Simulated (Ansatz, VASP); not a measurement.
# BeTe in VASP and in Ansatz

```xyz
2
Lattice="0.0000 2.7700 2.7700 2.7700 0.0000 2.7700 2.7700 2.7700 0.0000" Properties=species:S:1:pos:R:3 pbc="T T T"
Be    0.0000    0.0000    0.0000
Te    1.3850    1.3850    1.3850
```

Alike in both runs: task single point; functional PBE; k mesh 6 × 6 × 6; occupations gaussian, width 0.1 eV; no spin polarisation.

```csv
,VASP,Ansatz
version,VASP 6.6.1,Ansatz 0.2.0
potentials or method,"VASP PAW PBE potentials, release 64 (Be, Te), cutoff 520 eV","scalar-relativistic, plane waves, PAW"
valence electrons in the cell,8,18
```

|  | VASP | Ansatz | Ansatz less VASP |
| --- | --- | --- | --- |
| gap on the k mesh at the Fermi level (eV) | 1.85 | 1.86 | +0.016 |
| least direct gap on the mesh (eV) | 3.56 | 3.58 | +0.022 |
| pressure (GPa) | 4.5 | 4.3 | -0.18 |

With one functional, cell and mesh, what is left measures potentials, basis and numerics. VASP's potentials hold 8 valence electrons a cell and Ansatz's 18, so a difference there can come from the potentials and not from the codes.

Spin-orbit coupling is off throughout.
